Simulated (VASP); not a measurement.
A run of VASP 6.6.1:

The input INCAR:

```
PREC = Accurate
ENCUT = 500
EDIFF = 1E-6
ISMEAR = 0
SIGMA = 0.15
LREAL = False
LASPH = True
NELM = 120
ALGO = Normal
ISIF = 2
LWAVE = False
LCHARG = True
LELF = True
LVHAR = True
NBANDS = 46
GGA_COMPAT = False
```

KPOINTS

```
Automatic mesh
0
Gamma
  7 7 4
```

The input POSCAR:

```
Si
1.0
   -3.2836945321      3.2836945321     -3.2836945321
   -3.2836945321     -3.2836945321      3.2836945321
    0.0000000000     12.0399943714      1.0947837570
Si
16
Direct
    0.2301666528      1.5653496542      0.8011418465
    0.1468166528      0.6486996542      0.3011418465
   -0.5407183700      1.7452020631      0.9489000000
    0.3759316300      0.8285520631      0.4489000000
   -0.0577620858      0.8532783928      0.8466581535
   -0.1411120858      0.9366283928      0.3466581535
    0.1220903231      1.0823933700      0.6989000000
    0.0387403231      0.1657433700      0.1989000000
    0.5216966072      0.6827870858      0.0966581535
   -0.3949533928      0.5994370858      0.5966581535
   -0.5407183700      1.3362346769      0.9489000000
    0.3759316300      0.4195846769      0.4489000000
    0.8096253458      0.3948583472      0.0511418465
   -0.1070246542      1.3115083472      0.5511418465
   -0.2868770631      1.0823933700      0.6989000000
    0.6297729369      0.1657433700      0.1989000000
```

Potentials or basis: VASP PAW LDA potentials, release 64 (Si).

Command:

```bash
$ cat potpaw_LDA.64/Si/POTCAR > POTCAR
$ mpirun -np 1 vasp_std > vasp.out
```

Hardware: 1 thread of AMD EPYC 9R45 96-Core Processor (Zen 5), on a shared host.

**Question.** Estimate the wall time of this run.

**Answer.** Run time: 12 min on 1 thread of AMD EPYC 9R45 96-Core Processor (Zen 5), with other jobs on the host, peak memory 0.8 GiB. Counts: scf iterations 13, k points 99.
